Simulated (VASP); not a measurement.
Crystal: HfC.

```
Hf C
1.0
    -1.39667    2.49718    1.84734
     1.39667   -2.49718    1.84734
     1.39667    2.49718   -1.84734
Hf C
1 1
Cartesian
  0.0000 0.0000 3.6382
  0.0000 2.4972 0.6630
```

- Program: VASP 6.6.1
- Task: relaxation of cell and atoms
- Functional: PBEsol
- Potentials or basis: VASP PAW PBE potentials, release 64 (Hf_pv, C)
- Cutoff: 600 eV
- k mesh: 12 × 12 × 12
- Occupations: fermi-dirac, width 0.05 eV
- Spin: no spin polarisation

At the start: pressure 61.5 GPa; volume 12.89 Å³/atom.

Q: How do energy, volume and symmetry change on relaxing?

A: Over 22 steps the energy falls by 2201.4 meV/atom and the volume is 12.21 Å³/atom (-5.3 %); space group Fm-3m (No. 225, to 0.05 Å).

Step by step:
```tsv
step	energy change (eV)	largest force (eV/Å)	pressure (GPa)	volume (Å³)
1	0.0000	11.5743	61.51	25.77
2	-0.2018	1.0446	-30.36	44.71
3	-0.6895	0.8923	-32.42	41.78
4	-1.2255	0.4435	-35.28	39.19
5	-2.8504	0.2287	-36.31	32.42
6	-3.0841	1.1766	-17.61	29.08
7	-3.1286	0.3158	-27.57	30.31
8	-3.1371	0.4876	-25.30	29.97
9	-3.8628	0.9439	25.18	23.10
10	-4.0740	1.0976	1.95	24.99
11	-4.3032	0.9910	2.46	24.34
12	-4.3055	0.9175	3.16	24.23
13	-4.3849	0.1783	-3.44	24.76
14	-4.3859	0.0855	-4.04	24.82
15	-4.3943	0.1733	4.41	24.01
16	-4.4014	0.0643	0.86	24.33
17	-4.4024	0.0325	-0.68	24.48
18	-4.4026	0.0418	-0.24	24.43
19	-4.4026	0.0421	-0.24	24.43
20	-4.4027	0.0163	0.19	24.39
21	-4.4027	0.0172	0.19	24.39
22	-4.4027	0.0031	-0.06	24.42
```

Final structure:
```cif
data_structure
_symmetry_space_group_name_H-M 'P 1'
_symmetry_Int_Tables_number 1
_cell_length_a 3.2563
_cell_length_b 3.2563
_cell_length_c 3.2563
_cell_angle_alpha 120.005
_cell_angle_beta 90.009
_cell_angle_gamma 119.985
_cell_volume 24.42
loop_
_atom_site_label
_atom_site_type_symbol
_atom_site_fract_x
_atom_site_fract_y
_atom_site_fract_z
_atom_site_occupancy
Hf1 Hf 0.08203 0.08203 0.00000 1
C1 C 0.58214 0.08214 0.50000 1
```

Caveat: the PAW data sets were made with another functional, which shifts forces and pressure a little.
